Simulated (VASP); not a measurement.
Set up this calculation in VASP 6.6.1, as the native input.

* Task: single point
* Functional: PBE
* Potentials or basis: VASP PAW PBE potentials, release 64 (Na_pv, S, F)
* Cutoff: 520 eV
* k mesh: 4 × 2 × 2
* Occupations: gaussian, width 0.1 eV
* Spin: no spin polarisation
* Dipole correction: no
* Further INCAR settings: ALGO = Normal; EDIFF = 1e-06; NBANDS = 45

The structure of Na3SF lies in POSCAR:

```
Na3SF
1.0
    0.0000000000      0.0000000000      4.5251025425
    6.2952063819      0.0000000000      0.0000000000
    0.0000000000      6.2952063819      0.0000000000
Na S F
6 2 2
Direct
    0.0000000000      0.8066482429      0.3066482429
    0.0000000000      0.6933517571      0.8066482429
    0.5000000000      0.5000000000      0.5000000000
    0.0000000000      0.1933517571      0.6933517571
    0.0000000000      0.3066482429      0.1933517571
    0.5000000000      0.0000000000      0.0000000000
    0.5000000000      0.0000000000      0.5000000000
    0.5000000000      0.5000000000      0.0000000000
    0.0000000000      0.5000000000      0.5000000000
    0.0000000000      0.0000000000      0.0000000000
```

The input as run:

INCAR

```
PREC = Accurate
ENCUT = 520
EDIFF = 1E-6
ISMEAR = 0
SIGMA = 0.1
LREAL = False
LASPH = True
NELM = 80
ALGO = Normal
ISIF = 2
LWAVE = False
LCHARG = False
GGA = PE
NBANDS = 45
```

KPOINTS

```
Automatic mesh
0
Gamma
  4 2 2
```

Potentials or basis: VASP PAW PBE potentials, release 64 (Na_pv, S, F).

Launch:

```bash
$ cat potpaw_PBE.64/Na_pv/POTCAR potpaw_PBE.64/S/POTCAR potpaw_PBE.64/F/POTCAR > POTCAR
$ mpirun -np 1 vasp_std > vasp.out
```

Results of the run:

The pressure is 0.0 GPa and the band gap on the k mesh is 2.30 eV (least direct gap 2.44 eV).

Caveat: the k points lie up to 0.50 Å⁻¹ apart.

It took 46 s on 1 thread of Oxide Virtual Turin-like Processor, with other jobs on the host, peak memory 0.25 GiB.
